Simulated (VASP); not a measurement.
# TaN (Fm-3m) in VASP: single point with PBE

Aim: the single point of TaN with PBE.

All numbers are computed with VASP 6.6.1; they aren't measurements. Logs are shortened: lines on timing, memory, paths and dates and some standing lists are left out, and cuts for length are marked.

### 1 The cell of the first run

The structure is cubic, space group Fm-3m (No. 225). The conventional cell has a = 4.417 Å, b = 4.417 Å, c = 4.417 Å, α = 90.00°, β = 90.00°, γ = 90.00°. Ta (site symmetry m-3m) has 6 N at 2.21 Å within 2.9 Å. N (site symmetry m-3m) has 6 Ta at 2.21 Å within 2.9 Å.

### 2 Single point, PBE, non-collinear spin, zero start, spin-orbit coupling

The input, INCAR:

```
PREC = Accurate ; ENCUT = 520
EDIFF = 1E-7 ; ISMEAR = 0
SIGMA = 0.1 ; LREAL = False
LASPH = True ; NELM = 150
ALGO = Normal ; ISIF = 2
LWAVE = False ; LCHARG = False
MAGMOM = 0 0 0 0 0 0 ; LORBIT = 11
LSORBIT = True ; GGA_COMPAT = False
LORBMOM = True ; LMAXMIX = 4
GGA = PE ; NBANDS = 28
```

The input, KPOINTS:

```
regular mesh
0
Gamma
  16 16 16
```

The input, POSCAR:

```
TaN
1.0
    0.0000000000      2.2086347780      2.2086347780
    2.2086347780      0.0000000000      2.2086347780
    2.2086347780      2.2086347780      0.0000000000
Ta N
1 1
Direct
    0.5000000000      0.5000000000      0.5000000000
    0.0000000000      0.0000000000      0.0000000000
```

Potentials or basis: VASP PAW PBE potentials, release 64 (Ta_pv, N).

Command:

```sh
$ cat potpaw_PBE.64/Ta_pv/POTCAR potpaw_PBE.64/N/POTCAR > POTCAR
$ mpirun -np 1 vasp_ncl > vasp.out
```

OUTCAR:

```text
PREC = Accurate
   ENCUT = 520
   EDIFF = 1E-7
   ISMEAR = 0
   LREAL = False
   LASPH = True
   NELM = 150
   ISIF = 2
   LORBIT = 11
   LSORBIT = True
   GGA = PE

 ion  position               nearest neighbor table
   1  0.500  0.500  0.500-   2 2.21   2 2.21   2 2.21   2 2.21   2 2.21   2 2.21
   2  0.000  0.000  0.000-   1 2.21   1 2.21   1 2.21   1 2.21   1 2.21   1 2.21

  LATTYP: Found a face centered cubic cell.
 ALAT       =     4.4172695560

  Lattice vectors:

 A1 = (   0.0000000000,   2.2086347780,   2.2086347780)
 A2 = (   2.2086347780,   0.0000000000,   2.2086347780)
 A3 = (   2.2086347780,   2.2086347780,   0.0000000000)

Analysis of symmetry for initial positions (statically):
=====================================================================
 Subroutine PRICEL returns:
 Original cell was already a primitive cell.

 Routine SETGRP: Setting up the symmetry group for a
 face centered cubic supercell.

 Subroutine GETGRP returns: Found 48 space group operations
 (whereof 48 operations were pure point group operations)
 out of a pool of 48 trial point group operations.

The static configuration has the point symmetry O_h .

Analysis of symmetry for dynamics (positions and initial velocities):
=====================================================================
 Subroutine PRICEL returns:
 Original cell was already a primitive cell.

 Routine SETGRP: Setting up the symmetry group for a
 face centered cubic supercell.

 Subroutine GETGRP returns: Found 48 space group operations
 (whereof 48 operations were pure point group operations)
 out of a pool of 48 trial point group operations.

The dynamic configuration has the point symmetry O_h .

Analysis of structural, dynamic, and magnetic symmetry:
=====================================================================
 Subroutine PRICEL returns:
 Original cell was already a primitive cell.

 Routine SETGRP: Setting up the symmetry group for a
 face centered cubic supercell.

 Subroutine GETGRP returns: Found 48 space group operations
 (whereof 48 operations were pure point group operations)
 out of a pool of 48 trial point group operations.

The overall configuration has the point symmetry O_h .

 Subroutine INISYM returns: Found 48 space group operations
 (whereof 48 operations are pure point group operations),
 and found     1 'primitive' translations

----------------------------------------------------------------------------------------

                                     Primitive cell

  volume of cell :      21.5477

  direct lattice vectors                    reciprocal lattice vectors
     0.000000000  2.208634778  2.208634778    -0.226384192  0.226384192  0.226384192
     2.208634778  0.000000000  2.208634778     0.226384192 -0.226384192  0.226384192
     2.208634778  2.208634778  0.000000000     0.226384192  0.226384192 -0.226384192

  length of vectors
     3.123481257  3.123481257  3.123481257     0.392108923  0.392108923  0.392108923

  position of ions in fractional coordinates (direct lattice)
     0.500000000  0.500000000  0.500000000
     0.000000000  0.000000000  0.000000000

  ion indices of the primitive-cell ions
   primitive index   ion index
                 1           1
                 2           2

----------------------------------------------------------------------------------------

 KPOINTS: regular mesh

Automatic generation of k-mesh.
 Grid dimensions read from file:
 generate k-points for:   16   16   16

 Generating k-lattice:

  Cartesian coordinates                     Fractional coordinates (reciprocal lattice)
    -0.014149012  0.014149012  0.014149012     0.062500000  0.000000000  0.000000000
     0.014149012 -0.014149012  0.014149012     0.000000000  0.062500000  0.000000000
     0.014149012  0.014149012 -0.014149012     0.000000000  0.000000000  0.062500000

  Length of vectors
     0.024506808  0.024506808  0.024506808

  Shift w.r.t. Gamma in fractional coordinates (k-lattice)
     0.000000000  0.000000000  0.000000000

 Subroutine IBZKPT returns following result:
 ===========================================

 Found    145 irreducible k-points:

 Following reciprocal coordinates:
            Coordinates               Weight
  0.000000  0.000000  0.000000      1.000000
  0.062500  0.000000  0.000000      8.000000
  0.125000  0.000000  0.000000      8.000000
  0.187500  0.000000  0.000000      8.000000
  0.250000  0.000000  0.000000      8.000000
  0.312500  0.000000  0.000000      8.000000
[... 16 lines left out ...]
 -0.125000  0.062500  0.000000     24.000000
 -0.062500  0.062500  0.000000     12.000000
 [... further k-points ...]
   k-points           NKPTS =    145   k-points in BZ     NKDIM =    145   number of bands    NBANDS=     28
   number of dos      NEDOS =    301   number of ions     NIONS =      2
[... 22 lines left out ...]
   ISIF   =      2    stress and relaxation
   ISYM   =      2    0-nonsym 1-usesym 2-fastsym
   POTIM  = 0.5000    time-step for ionic-motion
   TEBEG  =    0.0;   TEEND  =   0.0 temperature during run
   PSTRESS=    0.0 pullay stress
   NELECT =      16.0000    total number of electrons
   NUPDOWN=      -1.0000    fix difference up-down
   EMIN   =  10.00;   EMAX   =-10.00  energy-range for DOS
   EFERMI =   0.00;   METHOD = LEGACY
   ISMEAR =     0;   SIGMA  =   0.10  broadening in eV -4-tet -1-fermi 0-gaus
   EFERMI_NEDOS =   21; number of points for ismear=-14 and -15
   IALGO  =     38    algorithm
   IMIX   =      4    mixing-type and parameters
     AMIX     =   0.40;   BMIX     =  1.00
     AMIX_MAG =   1.60;   BMIX_MAG =  1.00
  volume/ion in A,a.u.               =      10.77        72.71
  Fermi-wavevector in a.u.,A,eV,Ry     =   1.482453  2.801430 29.901072  2.197667
  Thomas-Fermi vector in A             =   2.596237
   LORBIT       =     11    0 simple, 1 ext, 2 COOP (PROOUT), +10 PAW based schemes
   GGA     = PE    functional components
   LHFCALC =     F    Hartree Fock is set to
   AEXX    =    0.0000 exact exchange contribution
   IVDW    =     0    specifies the selected vdW correction
   LEPSILON=     F    determine dielectric tensor
   LRPA    =     F    only Hartree local field effects (RPA)
 Gauss-broadening in eV      SIGMA  =   0.10
  energy-cutoff  :      520.00
  volume of cell :       21.55
 maximum number of plane-waves:      1208
   NGX = 11   NGY = 11   NGZ = 11

 number of electron      16.0000003 magnetization      -0.0000000     -0.0000000     -0.0000000

 number of electron      16.0000003 magnetization       0.0000000      0.0000000      0.0000000

 number of electron      16.0000003 magnetization      -0.0000000     -0.0000000      0.0000000

 number of electron      16.0000003 magnetization       0.0000000      0.0000000     -0.0000000

 Free energy of the ion-electron system (eV)
  ---------------------------------------------------
  ext. energy  EPLUGINS =         0.00000000
  ---------------------------------------------------
  free energy    TOTEN  =       -22.49834686 eV

  energy without entropy =      -22.49236484  energy(sigma->0) =      -22.49535585

 E-fermi :   9.3629     XC(G=0): -13.3651

 val. band max:        9.3612731508   @ k =  -0.3125   0.3125   0.0625
 cond. band min:       9.3661535467   @ k =  -0.4375   0.1875   0.0000
 fundamental gap:      0.0048803959
 Fermi energy:         9.3629214444

 k-point     1 :       0.0000    0.0000    0.0000
  band No.  band energies     occupation
      1     -31.8077      1.00000
      2     -31.8077      1.00000
      3     -23.8944      1.00000
      4     -23.8944      1.00000
      5     -23.8944      1.00000
      6     -23.8944      1.00000
[... 733 lines left out ...]
     27      19.5506      0.00000
     28      19.5506      0.00000

 [... further k-points ...]
[... 5 lines left out ...]
  --------------------------------------------------------------------------------------
  -------------------------------------------------------------------------------------
  Total        0.1929030      0.1929030      0.1929030      0.0000000      0.0000000      0.0000000
  in kB       14.3432602     14.3432602     14.3432602      0.0000000      0.0000000      0.0000000
  external PRESSURE =      14.3432602 kB  Pullay stress =       0.0000000 kB

 VOLUME and BASIS-vectors are now :
 -----------------------------------------------------------------------------
  energy-cutoff  :      520.00
  volume of cell :       21.55
      direct lattice vectors                 reciprocal lattice vectors
     0.000000000  2.208634778  2.208634778    -0.226384192  0.226384192  0.226384192
     2.208634778  0.000000000  2.208634778     0.226384192 -0.226384192  0.226384192
     2.208634778  2.208634778  0.000000000     0.226384192  0.226384192 -0.226384192

 POSITION                                       TOTAL-FORCE (eV/Angst)
 -----------------------------------------------------------------------------------
      2.20863      2.20863      2.20863         0.000000      0.000000      0.000000
      0.00000      0.00000      0.00000        -0.000000     -0.000000      0.000000
 -----------------------------------------------------------------------------------
    total drift:                               -0.000000     -0.000000     -0.000000

  FREE ENERGIE OF THE ION-ELECTRON SYSTEM (eV)
  ---------------------------------------------------
  free  energy   TOTEN  =       -22.4983468578 eV

  energy  without entropy=      -22.4923648368  energy(sigma->0) =      -22.49535585

 orbital moment (x)

 # of ion     p       d       tot
 ----------------------------------------
  1         0.000   0.000   0.000
  2         0.000   0.000   0.000
 ----------------------------------------
            0.000   0.000   0.000

 orbital moment (y)

 # of ion     p       d       tot
 ----------------------------------------
  1         0.000  -0.000  -0.000
  2         0.000   0.000   0.000
 ----------------------------------------
            0.000  -0.000  -0.000

 orbital moment (z)

 # of ion     p       d       tot
 ----------------------------------------
  1         0.000  -0.000  -0.000
  2         0.000   0.000   0.000
 ----------------------------------------
            0.000  -0.000  -0.000

 Spin-Orbit-Coupling matrix elements

 Ion:    1  E_soc:     -1.3291055
 l=   1
     0.0000000    -0.2029027    -0.2029027
    -0.2029027     0.0000000    -0.2029027
    -0.2029027    -0.2029027     0.0000000
 l=   2
     0.0000000    -0.0056141     0.0000000    -0.0056141    -0.0130009
    -0.0056141     0.0000000    -0.0097507    -0.0056141    -0.0032502
     0.0000000    -0.0097507     0.0000000    -0.0097507     0.0000000
    -0.0056141    -0.0056141    -0.0097507     0.0000000    -0.0032502
    -0.0130009    -0.0032502     0.0000000    -0.0032502     0.0000000
 l=   3
     0.0000000     0.0000000     0.0000000     0.0000000     0.0000000     0.0000000     0.0000000
     0.0000000     0.0000000     0.0000000     0.0000000     0.0000000     0.0000000     0.0000000
     0.0000000     0.0000000     0.0000000     0.0000000     0.0000000     0.0000000     0.0000000
     0.0000000     0.0000000     0.0000000     0.0000000     0.0000000     0.0000000     0.0000000
     0.0000000     0.0000000     0.0000000     0.0000000     0.0000000     0.0000000     0.0000000
     0.0000000     0.0000000     0.0000000     0.0000000     0.0000000     0.0000000     0.0000000
     0.0000000     0.0000000     0.0000000     0.0000000     0.0000000     0.0000000     0.0000000

 Ion:    2  E_soc:     -0.0004481
 l=   1
     0.0000000    -0.0000747    -0.0000747
    -0.0000747     0.0000000    -0.0000747
    -0.0000747    -0.0000747     0.0000000
 l=   2
     0.0000000     0.0000000     0.0000000     0.0000000     0.0000000
     0.0000000     0.0000000     0.0000000     0.0000000     0.0000000
     0.0000000     0.0000000     0.0000000     0.0000000     0.0000000
     0.0000000     0.0000000     0.0000000     0.0000000     0.0000000
     0.0000000     0.0000000     0.0000000     0.0000000     0.0000000
 l=   3
     0.0000000     0.0000000     0.0000000     0.0000000     0.0000000     0.0000000     0.0000000
     0.0000000     0.0000000     0.0000000     0.0000000     0.0000000     0.0000000     0.0000000
     0.0000000     0.0000000     0.0000000     0.0000000     0.0000000     0.0000000     0.0000000
     0.0000000     0.0000000     0.0000000     0.0000000     0.0000000     0.0000000     0.0000000
     0.0000000     0.0000000     0.0000000     0.0000000     0.0000000     0.0000000     0.0000000
     0.0000000     0.0000000     0.0000000     0.0000000     0.0000000     0.0000000     0.0000000
     0.0000000     0.0000000     0.0000000     0.0000000     0.0000000     0.0000000     0.0000000

 total charge

# of ion       s       p       d       tot
------------------------------------------
    1        0.270   6.214   2.439   8.924
    2        1.229   2.529   0.000   3.759
--------------------------------------------------
tot          1.500   8.744   2.439  12.683

 magnetization (x)

# of ion       s       p       d       tot
------------------------------------------
    1        0.000   0.000   0.000   0.000
    2       -0.000  -0.000   0.000  -0.000
--------------------------------------------------
tot          0.000  -0.000   0.000   0.000

 magnetization (y)

# of ion       s       p       d       tot
------------------------------------------
    1        0.000   0.000   0.000   0.000
    2        0.000   0.000   0.000   0.000
--------------------------------------------------
tot          0.000   0.000   0.000   0.000

 magnetization (z)

# of ion       s       p       d       tot
------------------------------------------
    1       -0.000   0.000   0.000  -0.000
    2       -0.000  -0.000   0.000  -0.000
--------------------------------------------------
tot         -0.000  -0.000   0.000  -0.000
```

It took 2 min on 1 thread of Oxide Virtual Turin-like, shared host; peak memory 0.26 GiB.

Results:

* Free energy: -22.4983 eV
* Pressure: 1.4 GPa
* Net moment: 0.00 μB per cell
* Valence electrons inside the program's atomic spheres: Ta 8.92; N 3.76

Moments on the atoms (μB; x, y, z):
```
Ta  0.00 0.00 0.00
N   0.00 0.00 0.00
```
